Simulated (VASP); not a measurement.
# Cr (Im-3m) in VASP: further runs, part 2 of 2

VASP 6.6.1. The steps go on from the part before.

## Step 3: Single point, PBE, collinear spin, ferromagnetic start

INCAR

```
SYSTEM = Cr
  ALGO = Normal
  EDIFF = 1E-7
  ENCUT = 520
  GGA = PE
  ISIF = 2
  ISMEAR = -1
  ISPIN = 2
  LASPH = .TRUE.
  LCHARG = .FALSE.
  LMAXMIX = 4
  LORBIT = 11
  LREAL = .FALSE.
  LWAVE = .FALSE.
  MAGMOM = 1.5
  NBANDS = 16
  NELM = 150
  NUPDOWN = 1.5
  PREC = Accurate
  SIGMA = 0.05
```

KPOINTS

```
k-points
0
G
  10 10 10
  0 0 0
```

POSCAR

```
Cr
1.0
   -1.4844496776      1.4844496776      1.4844496776
    1.4844496776     -1.4844496776      1.4844496776
    1.4844496776      1.4844496776     -1.4844496776
Cr
1
Direct
    0.0000000000      0.0000000000      0.0000000000
```

Potentials or basis: VASP PAW PBE potentials, release 64 (Cr_pv).

Run with:

```sh
cat potpaw_PBE.64/Cr_pv/POTCAR > POTCAR
mpirun -np 1 vasp_std > vasp.out
```

OUTCAR:

```text
SYSTEM = Cr
   EDIFF = 1E-7
   ENCUT = 520
   GGA = PE
   ISIF = 2
   ISMEAR = -1
   ISPIN = 2
   LASPH = .TRUE.
   LORBIT = 11
   LREAL = .FALSE.
   NELM = 150
   NUPDOWN = 1.5
   PREC = Accurate

 ion  position               nearest neighbor table
   1  0.000  0.000  0.000-

  LATTYP: Found a body centered cubic cell.
 ALAT       =     2.9688993552

  Lattice vectors:

 A1 = (  -1.4844496776,   1.4844496776,   1.4844496776)
 A2 = (   1.4844496776,  -1.4844496776,   1.4844496776)
 A3 = (   1.4844496776,   1.4844496776,  -1.4844496776)

Analysis of symmetry for initial positions (statically):
=====================================================================
 Subroutine PRICEL returns:
 Original cell was already a primitive cell.

 Routine SETGRP: Setting up the symmetry group for a
 body centered cubic supercell.

 Subroutine GETGRP returns: Found 48 space group operations
 (whereof 48 operations were pure point group operations)
 out of a pool of 48 trial point group operations.

The static configuration has the point symmetry O_h .

Analysis of symmetry for dynamics (positions and initial velocities):
[... 181 lines left out ...]
      1     -33.8748      1.00000
      2     -33.8748      1.00000
      3     -33.8748      1.00000
      4       1.6478      1.00000
      5       8.1374      1.00000
      6       8.1374      1.00000
[... 435 lines left out ...]
      5       7.5233      1.00000
      6       7.8197      1.00000
[... 8 lines left out ...]
     15      34.2131      0.00000
     16      36.5345      0.00000

 [... further k-points ...]

 spin component 2

 k-point     1 :       0.0000    0.0000    0.0000
  band No.  band energies     occupation
      1     -32.4838      1.00000
      2     -32.4838      1.00000
      3     -32.4838      1.00000
      4       2.2117      1.00000
      5       9.5152      0.00000
      6       9.5152      0.00000
[... 435 lines left out ...]
      5       8.8336      0.51455
      6       8.8436      0.46489
[... 8 lines left out ...]
     15      34.9842      0.00000
     16      37.1548      0.00000

 [... further k-points ...]
[... 5 lines left out ...]
  --------------------------------------------------------------------------------------
  -------------------------------------------------------------------------------------
  Total       -0.7571059     -0.7571059     -0.7571059      0.0000000      0.0000000      0.0000000
  in kB      -92.7066258    -92.7066258    -92.7066258      0.0000000      0.0000000      0.0000000
  external PRESSURE =     -92.7066258 kB  Pullay stress =       0.0000000 kB

 VOLUME and BASIS-vectors are now :
 -----------------------------------------------------------------------------
  energy-cutoff  :      520.00
  volume of cell :       13.08
      direct lattice vectors                 reciprocal lattice vectors
    -1.484449678  1.484449678  1.484449678     0.000000000  0.336825160  0.336825160
     1.484449678 -1.484449678  1.484449678     0.336825160  0.000000000  0.336825160
     1.484449678  1.484449678 -1.484449678     0.336825160  0.336825160  0.000000000

 POSITION                                       TOTAL-FORCE (eV/Angst)
 -----------------------------------------------------------------------------------
      0.00000      0.00000      0.00000         0.000000      0.000000      0.000000
 -----------------------------------------------------------------------------------
    total drift:                                0.000000     -0.000000      0.000000

  FREE ENERGIE OF THE ION-ELECTRON SYSTEM (eV)
  ---------------------------------------------------
  free  energy   TOTEN  =        -8.8274600590 eV

  energy  without entropy=       -8.8036890292  energy(sigma->0) =       -8.81557454

 total charge

# of ion       s       p       d       tot
------------------------------------------
    1        0.396   6.312   4.127  10.835

 magnetization (x)

# of ion       s       p       d       tot
------------------------------------------
    1        0.005   0.049   1.340   1.394
```

OSZICAR:

```text
N       E                     dE             d eps       ncg     rms          rms(c)
DAV:   1     0.825485531870E+02    0.82549E+02   -0.62583E+03  3064   0.835E+02
DAV:   2    -0.870076474583E+01   -0.91249E+02   -0.87108E+02  3296   0.244E+02
DAV:   3    -0.102244344547E+02   -0.15237E+01   -0.15182E+01  3416   0.349E+01
DAV:   4    -0.102305527645E+02   -0.61183E-02   -0.61182E-02  3480   0.221E+00
DAV:   5    -0.102306067614E+02   -0.53997E-04   -0.53997E-04  3440   0.188E-01    0.107E+01
DAV:   6    -0.883744867410E+01    0.13932E+01   -0.22054E+00  3056   0.251E+01    0.230E+00
DAV:   7    -0.883339313197E+01    0.40555E-02   -0.83681E-02  3144   0.352E+00    0.136E+00
DAV:   8    -0.883069505968E+01    0.26981E-02   -0.30571E-03  3384   0.619E-01    0.598E-01
DAV:   9    -0.882729303412E+01    0.34020E-02   -0.12574E-03  3288   0.400E-01    0.129E-01
DAV:  10    -0.882746021865E+01   -0.16718E-03   -0.23689E-04  3312   0.148E-01    0.422E-02
DAV:  11    -0.882746394327E+01   -0.37246E-05   -0.57119E-06  3424   0.273E-02    0.182E-02
DAV:  12    -0.882746003344E+01    0.39098E-05   -0.18922E-06  3112   0.106E-02    0.588E-03
DAV:  13    -0.882745990364E+01    0.12979E-06   -0.32045E-07  3184   0.591E-03    0.787E-04
DAV:  14    -0.882746005100E+01   -0.14735E-06   -0.17010E-08  1728   0.117E-03    0.341E-04
DAV:  15    -0.882746005895E+01   -0.79581E-08   -0.24893E-09  1536   0.498E-04
   1 F= -.88274601E+01 E0= -.88155745E+01  d E =-.237710E-01  mag=     1.5000
```

stdout:

```text
POSCAR found type information on POSCAR Cr
 POSCAR found :  1 types and       1 ions
 scaLAPACK will be used
 LDA part: xc-table for (Slater+PW92), standard interpolation
 POSCAR, INCAR and KPOINTS ok, starting setup
 FFT: planning ... GRIDC
 FFT: planning ... GRID_SOFT
 FFT: planning ... GRID
 WAVECAR not read
 entering main loop
```

It took 17 s on 1 thread of AMD EPYC 7R43 (Zen 3), shared host; peak memory 0.1 GiB.

What came out:

| Quantity | Value |
| --- | --- |
| Free energy | -8.8275 eV |
| Pressure | -9.3 GPa |
| Net moment | 1.50 μB per cell |
| Site moments | Cr +1.39 μB |
| Valence electrons inside the program's atomic spheres | Cr 10.84 |

Caveat: the total moment is fixed, so each spin has its own Fermi level.

## Step 4: Single point, PBE, collinear spin, ferromagnetic start

INCAR

```
  PREC = Accurate
  ENCUT = 520
  EDIFF = 1E-7
  ISMEAR = -1
  SIGMA = 0.05
  LREAL = F
  LASPH = T
  NELM = 150
  ALGO = Normal
  ISIF = 2
  LWAVE = F
  LCHARG = F
  ISPIN = 2
  MAGMOM = 2.2
  LORBIT = 11
  NUPDOWN = 2.2
  LMAXMIX = 4
  GGA = PE
  NBANDS = 16
```

KPOINTS

```
Automatic mesh
0
Gamma
  10 10 10
```

POSCAR is that of step 3.

Run with:

```sh
cat potpaw_PBE.64/Cr_pv/POTCAR > POTCAR
mpirun -np 1 vasp_std > vasp.out
```

It took 16 s on 1 thread of AMD EPYC 7R43 (Zen 3), shared host; peak memory 0.1 GiB.

The run converged. Its results:

```yaml
Free_energy: -8.4731 eV
Pressure: 4.2 GPa
Net_moment: 2.20 μB per cell
Site_moments: Cr +2.04 μB
Valence_electrons_inside_the_program's_atomic_spheres: Cr 10.85
```

Caveat: the total moment is fixed, so each spin has its own Fermi level.

## Step 5: Overview

```csv
fixed moment (μB),pressure (GPa),moment (μB)
0.8,-19.4,0.80
1.5,-9.3,1.50
2.2,4.2,2.20
```

Alike in all rows: task single point; level PBE; potentials or basis VASP PAW PBE potentials, release 64 (Cr_pv); spin collinear, ferromagnetic start; cell as given; k mesh 10 × 10 × 10; cutoff (eV) 520; smearing fermi-dirac 0.05 eV.

Caveats: the total moment is fixed, so each spin has its own Fermi level.

Total energies depend on the potentials used, so only differences within one code and one set of settings carry meaning.
